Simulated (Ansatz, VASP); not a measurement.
# One calculation of ZrB2, two programs

```xyz
3
Lattice="3.1336 0.0000 0.0000 -1.5668 2.7138 0.0000 0.0000 0.0000 3.4871" Properties=species:S:1:pos:R:3 pbc="T T T"
Zr    0.0000    0.0000    0.0000
B     0.0000    1.8092    1.7435
B     1.5668    0.9046    1.7435
```

Alike in both runs: functional LDA; k mesh 15 × 15 × 10; occupations gaussian, width 0.1 eV; no spin polarisation.

Ansatz relaxed the structure, and its values are those at the end. VASP's run is a single point on that final structure, the one shown.

```csv
,VASP,Ansatz
version,VASP 6.6.1,Ansatz 0.2.0
potentials or method,"VASP PAW LDA potentials, release 64 (Zr_sv, B), cutoff 520 eV","scalar-relativistic, plane waves, PAW"
valence electrons in the cell,18,18
```

```tsv
	VASP	Ansatz	Ansatz less VASP
gap on the k mesh at the Fermi level (eV)	none	none	-
pressure (GPa)	0.5	0.0	-0.46
```

Ansatz warns that its potentials were made for another functional, while VASP's fit it. LDA's correlation is that of Perdew and Zunger in VASP and of Perdew and Wang (1992) in Ansatz. A gap of «none» marks a metal or a gap that the smearing closes.
